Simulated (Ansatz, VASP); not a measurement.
One calculation of RbBr, two programs

```
Rb Br
1.0
     0.00000    3.38068    3.38068
     3.38068    0.00000    3.38068
     3.38068    3.38068    0.00000
Rb Br
1 1
Direct
  0.00000 0.00000 0.00000
  0.50000 0.50000 0.50000
```

Alike in both runs: task single point; functional PBE; k mesh 6 × 6 × 6; no spin polarisation.

```csv
,VASP,Ansatz
version,VASP 6.6.1,Ansatz 0.2.0
potentials or method,"VASP PAW PBE potentials, release 64 (Rb_sv, Br), cutoff 520 eV","plane waves, PAW"
occupations,"gaussian, width 0.01 eV",fixed
valence electrons in the cell,16,16
```

```tsv
	VASP	Ansatz	Ansatz less VASP
pressure (GPa)	1.8	1.7	-0.03
```
